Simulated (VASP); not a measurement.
# Al (Pm-3m) in VASP: further runs, part 2 of 2

VASP 6.6.1.

## (4) Single point, PBEsol

This run uses another cell than the first one, of 19.71 Å³/atom.

Contents of INCAR:

```
SYSTEM = Al
PREC = Accurate ; ENCUT = 500
EDIFF = 1E-6 ; ISMEAR = 0
SIGMA = 0.1 ; LREAL = .False.
LASPH = .True. ; NELM = 120
ALGO = Normal ; ISIF = 2
LWAVE = .False. ; LCHARG = .False.
GGA = PS ; NBANDS = 8
GGA_COMPAT = .False.
```

Contents of KPOINTS:

```
Automatic mesh
0
Gamma
  16 16 16
  0 0 0
```

Contents of POSCAR:

```
Al
1.0
    2.7014156337      0.0000000000      0.0000000000
    0.0000000000      2.7014156337      0.0000000000
    0.0000000000      0.0000000000      2.7014156337
Al
1
Direct
    0.0000000000      0.0000000000      0.0000000000
```

Potentials or basis: VASP PAW PBE potentials, release 64 (Al).

Command:

```bash
$ cat potpaw_PBE.64/Al/POTCAR > POTCAR
$ mpirun -np 1 vasp_std > vasp.out
```

OUTCAR:

```text
SYSTEM = Al
   PREC = Accurate
   ENCUT = 500
   EDIFF = 1E-6
   ISMEAR = 0
   LREAL = .False.
   LASPH = .True.
   NELM = 120
   ISIF = 2
   GGA = PS

 ion  position               nearest neighbor table
   1  0.000  0.000  0.000-

  LATTYP: Found a simple cubic cell.
 ALAT       =     2.7014156337

  Lattice vectors:

 A1 = (   2.7014156337,   0.0000000000,   0.0000000000)
 A2 = (   0.0000000000,   2.7014156337,   0.0000000000)
 A3 = (   0.0000000000,   0.0000000000,   2.7014156337)

Analysis of symmetry for initial positions (statically):
=====================================================================
 Subroutine PRICEL returns:
 Original cell was already a primitive cell.

 Routine SETGRP: Setting up the symmetry group for a
 simple cubic supercell.

 Subroutine GETGRP returns: Found 48 space group operations
 (whereof 48 operations were pure point group operations)
 out of a pool of 48 trial point group operations.

The static configuration has the point symmetry O_h .

Analysis of symmetry for dynamics (positions and initial velocities):
=====================================================================
 Subroutine PRICEL returns:
 Original cell was already a primitive cell.

 Routine SETGRP: Setting up the symmetry group for a
 simple cubic supercell.

 Subroutine GETGRP returns: Found 48 space group operations
 (whereof 48 operations were pure point group operations)
 out of a pool of 48 trial point group operations.

The dynamic configuration has the point symmetry O_h .

 Subroutine INISYM returns: Found 48 space group operations
 (whereof 48 operations are pure point group operations),
 and found     1 'primitive' translations

----------------------------------------------------------------------------------------

                                     Primitive cell

  volume of cell :      19.7140

  direct lattice vectors                    reciprocal lattice vectors
     2.701415634  0.000000000  0.000000000     0.370176284  0.000000000  0.000000000
     0.000000000  2.701415634  0.000000000     0.000000000  0.370176284  0.000000000
     0.000000000  0.000000000  2.701415634     0.000000000  0.000000000  0.370176284

  length of vectors
     2.701415634  2.701415634  2.701415634     0.370176284  0.370176284  0.370176284

  position of ions in fractional coordinates (direct lattice)
     0.000000000  0.000000000  0.000000000

  ion indices of the primitive-cell ions
   primitive index   ion index
                 1           1

----------------------------------------------------------------------------------------

 KPOINTS: Automatic mesh

Automatic generation of k-mesh.
 Grid dimensions read from file:
 generate k-points for:   16   16   16

 Generating k-lattice:

  Cartesian coordinates                     Fractional coordinates (reciprocal lattice)
     0.023136018  0.000000000  0.000000000     0.062500000  0.000000000  0.000000000
     0.000000000  0.023136018  0.000000000     0.000000000  0.062500000  0.000000000
     0.000000000  0.000000000  0.023136018     0.000000000  0.000000000  0.062500000

  Length of vectors
     0.023136018  0.023136018  0.023136018

  Shift w.r.t. Gamma in fractional coordinates (k-lattice)
     0.000000000  0.000000000  0.000000000

 Subroutine IBZKPT returns following result:
 ===========================================

 Found    165 irreducible k-points:

 Following reciprocal coordinates:
            Coordinates               Weight
  0.000000  0.000000  0.000000      1.000000
  0.062500  0.000000  0.000000      6.000000
  0.125000  0.000000  0.000000      6.000000
  0.187500  0.000000  0.000000      6.000000
  0.250000  0.000000  0.000000      6.000000
  0.312500  0.000000  0.000000      6.000000
[... 16 lines left out ...]
  0.437500  0.125000  0.000000     24.000000
  0.500000  0.125000  0.000000     12.000000
 [... further k-points ...]
   k-points           NKPTS =    165   k-points in BZ     NKDIM =    165   number of bands    NBANDS=      8
   number of dos      NEDOS =    301   number of ions     NIONS =      1
   total plane-waves  NPLWV =   8000
   dimension x,y,z NGX =    20 NGY =   20 NGZ =   20
   dimension x,y,z NGXF=    40 NGYF=   40 NGZF=   40
   ions per type =               1
   NGX,Y,Z   is equivalent  to a cutoff of  12.31, 12.31, 12.31 a.u.
   NGXF,Y,Z  is equivalent  to a cutoff of  24.62, 24.62, 24.62 a.u.
 SYSTEM =  Al
   PREC   = accura    normal or accurate (medium, high low for compatibility)
   ISTART =      0    job   : 0-new  1-cont  2-samecut
   ICHARG =      2    charge: 1-file 2-atom 10-const
   ISPIN  =      1    spin polarized calculation?
   LNONCOLLINEAR =      F non collinear calculations
   LSORBIT =      F    spin-orbit coupling
   LASPH  =      T    aspherical Exc in radial PAW
   ENCUT  =  500.0 eV  36.75 Ry    6.06 a.u.   4.93  4.93  4.93*2*pi/ulx,y,z
   NELM   =    120;   NELMIN=  2; NELMDL= -5     # of ELM steps
   EDIFF  = 0.1E-05   stopping-criterion for ELM
   LREAL  =      F    real-space projection
   EDIFFG = 0.1E-04   stopping-criterion for IOM
   NSW    =      0    number of steps for IOM
   IBRION =     -1    ionic relax: 0-MD 1-quasi-New 2-CG
   NFREE  =      0    steps in history (QN), initial steepest desc. (CG)
   ISIF   =      2    stress and relaxation
   ISYM   =      2    0-nonsym 1-usesym 2-fastsym
   POTIM  = 0.5000    time-step for ionic-motion
   TEBEG  =    0.0;   TEEND  =   0.0 temperature during run
   PSTRESS=    0.0 pullay stress
   NELECT =       3.0000    total number of electrons
   NUPDOWN=      -1.0000    fix difference up-down
   EMIN   =  10.00;   EMAX   =-10.00  energy-range for DOS
   EFERMI =   0.00;   METHOD = LEGACY
   ISMEAR =     0;   SIGMA  =   0.10  broadening in eV -4-tet -1-fermi 0-gaus
   EFERMI_NEDOS =   21; number of points for ismear=-14 and -15
   IALGO  =     38    algorithm
   IMIX   =      4    mixing-type and parameters
     AMIX     =   0.40;   BMIX     =  1.00
     AMIX_MAG =   1.60;   BMIX_MAG =  1.00
  volume/ion in A,a.u.               =      19.71       133.04
  Fermi-wavevector in a.u.,A,eV,Ry     =   0.874025  1.651668 10.393758  0.763920
  Thomas-Fermi vector in A             =   1.993498
   LORBIT       =      0    0 simple, 1 ext, 2 COOP (PROOUT), +10 PAW based schemes
   GGA     = PS    functional components
   LHFCALC =     F    Hartree Fock is set to
   AEXX    =    0.0000 exact exchange contribution
   IVDW    =     0    specifies the selected vdW correction
   LEPSILON=     F    determine dielectric tensor
   LRPA    =     F    only Hartree local field effects (RPA)
 non-spin polarized calculation
 Gauss-broadening in eV      SIGMA  =   0.10
  energy-cutoff  :      500.00
  volume of cell :       19.71
 maximum number of plane-waves:       516
 NGX is ok and might be reduce to    20
   NGX =  9   NGY =  9   NGZ =  9

 number of electron       3.0000000 magnetization

 Free energy of the ion-electron system (eV)
  ---------------------------------------------------
  ext. energy  EPLUGINS =         0.00000000
  ---------------------------------------------------
  free energy    TOTEN  =        -3.68796577 eV

  energy without entropy =       -3.68605582  energy(sigma->0) =       -3.68701079

 E-fermi :   5.7855     XC(G=0):  -9.5690

 val. band max:        5.7241331256   @ k =   0.3125   0.1250   0.0625
 cond. band min:       5.8173696210   @ k =   0.3750   0.3125   0.1250
 fundamental gap:      0.0932364954
 Fermi energy:         5.7855299243

 k-point     1 :       0.0000    0.0000    0.0000
  band No.  band energies     occupation
      1      -3.8774      2.00000
      2      13.8424      0.00000
      3      13.8424      0.00000
      4      15.0805      0.00000
      5      15.0805      0.00000
      6      15.0805      0.00000
      7      21.3941      0.00000
      8      30.0020      0.00000
[... 243 lines left out ...]
 k-point    24 :       0.5000    0.1250    0.0000
  band No.  band energies     occupation
      1       0.8846      2.00000
      2       1.9062      2.00000
      3      14.1994      0.00000
      4      16.6584      0.00000
      5      18.9314      0.00000
      6      20.1607      0.00000
      7      20.3747      0.00000
      8      22.8965      0.00000

 [... further k-points ...]

------------------------ aborting loop because EDIFF is reached ----------------------------------------

  FORCE on cell =-STRESS in cart. coord.  units (eV):
  Direction    XX          YY          ZZ          XY          YZ          ZX
  --------------------------------------------------------------------------------------
  -------------------------------------------------------------------------------------
  Total        0.0092514      0.0092514      0.0092514      0.0000000      0.0000000     -0.0000000
  in kB        0.7518699      0.7518699      0.7518699      0.0000000      0.0000000     -0.0000000
  external PRESSURE =       0.7518699 kB  Pullay stress =       0.0000000 kB

 VOLUME and BASIS-vectors are now :
 -----------------------------------------------------------------------------
  energy-cutoff  :      500.00
  volume of cell :       19.71
      direct lattice vectors                 reciprocal lattice vectors
     2.701415634  0.000000000  0.000000000     0.370176284  0.000000000  0.000000000
     0.000000000  2.701415634  0.000000000     0.000000000  0.370176284  0.000000000
     0.000000000  0.000000000  2.701415634     0.000000000  0.000000000  0.370176284

 POSITION                                       TOTAL-FORCE (eV/Angst)
 -----------------------------------------------------------------------------------
      0.00000      0.00000      0.00000         0.000000      0.000000      0.000000
 -----------------------------------------------------------------------------------
    total drift:                               -0.000000      0.000000      0.000000

  FREE ENERGIE OF THE ION-ELECTRON SYSTEM (eV)
  ---------------------------------------------------
  free  energy   TOTEN  =        -3.6879657655 eV

  energy  without entropy=       -3.6860558153  energy(sigma->0) =       -3.68701079
```

stdout:

```text
POSCAR found type information on POSCAR Al
 POSCAR found :  1 types and       1 ions
 scaLAPACK will be used
 -----------------------------------------------------------------------------
|                                                                             |
|                                                                             |
|     You enforced a specific xc type in the INCAR file but a different       |
|     I HOPE YOU KNOW WHAT YOU ARE DOING!                                     |
|                                                                             |
 -----------------------------------------------------------------------------

 LDA part: xc-table for (Slater+PW92), standard interpolation
 POSCAR, INCAR and KPOINTS ok, starting setup
 FFT: planning ... GRIDC
 FFT: planning ... GRID_SOFT
 FFT: planning ... GRID
 WAVECAR not read
 entering main loop
```

Wall time 8.7 s (1 thread of Intel Xeon Platinum 8259CL at 2.50GHz (Skylake/Cascade Lake), shared host); peak memory 0.13 GiB.

What came out:

| Item | Value |
| --- | --- |
| Free energy | -3.6880 eV |
| Pressure | 0.1 GPa |
| Band gap on the k mesh | zero (an odd number of electrons rules out a gap without spin polarisation) |

Caveat: the PAW data sets were made with another functional, which shifts forces and pressure a little.

## (5) Single point, PBEsol

This run uses another cell than the first one, of 20.11 Å³/atom.

Contents of INCAR:

```
ALGO = Normal
EDIFF = 1E-6
ENCUT = 500
GGA = PS
GGA_COMPAT = False
ISIF = 2
ISMEAR = 0
LASPH = True
LCHARG = False
LREAL = False
LWAVE = False
NBANDS = 8
NELM = 120
PREC = Accurate
SIGMA = 0.1
```

Contents of KPOINTS:

```
k-points
0
Gamma
  16 16 16
```

Contents of POSCAR:

```
Al
1.0
    2.7193063248      0.0000000000      0.0000000000
    0.0000000000      2.7193063248      0.0000000000
    0.0000000000      0.0000000000      2.7193063248
Al
1
Direct
    0.0000000000      0.0000000000      0.0000000000
```

Command:

```bash
$ cat potpaw_PBE.64/Al/POTCAR > POTCAR
$ mpirun -np 1 vasp_std > vasp.out
```

Run time: 9.6 s. Hardware: 1 thread of Intel Xeon Platinum 8259CL at 2.50GHz (Skylake/Cascade Lake), shared host; peak memory 0.13 GiB.

Results (log left out):

| Item | Value |
| --- | --- |
| Free energy | -3.6867 eV |
| Pressure | -1.1 GPa |
| Band gap on the k mesh | zero (an odd number of electrons rules out a gap without spin polarisation) |

Levels at points of the mesh, in eV from the Fermi level:
| k point | band 1 | band 2 | band 3 | band 4 | band 5 | band 6 |
| --- | --- | --- | --- | --- | --- | --- |
| (0.00, 0.00, 0.00) | -9.55 | 8.01 | 8.01 | 9.15 | 9.15 | 9.15 |
| (0.50, 0.00, 0.00) | -5.18 | -4.09 | 10.57 | 12.67 | 12.67 | 14.19 |
| (0.50, 0.50, 0.00) | -0.53 | -0.53 | -0.25 | 2.17 | 16.24 | 16.80 |
| (0.50, 0.50, 0.50) | 2.90 | 2.90 | 2.90 | 5.58 | 5.58 | 5.58 |

Caveat: the PAW data sets were made with another functional, which shifts forces and pressure a little.

## (6) The runs side by side

```csv
cell,gap on the mesh (eV),pressure (GPa)
"a = 2.683 Å, 1 atom",none,1.4
"a = 2.701 Å, 1 atom",none,0.1
"a = 2.719 Å, 1 atom",none,-1.1
```

Alike in all rows: task single point; level PBEsol; potentials or basis VASP PAW PBE potentials, release 64 (Al); no spin polarisation; k mesh 16 × 16 × 16; cutoff (eV) 500; smearing gaussian 0.1 eV.

Caveats: the PAW data sets were made with another functional, which shifts forces and pressure a little.

Total energies depend on the potentials used, so only differences within one code and one set of settings carry meaning.
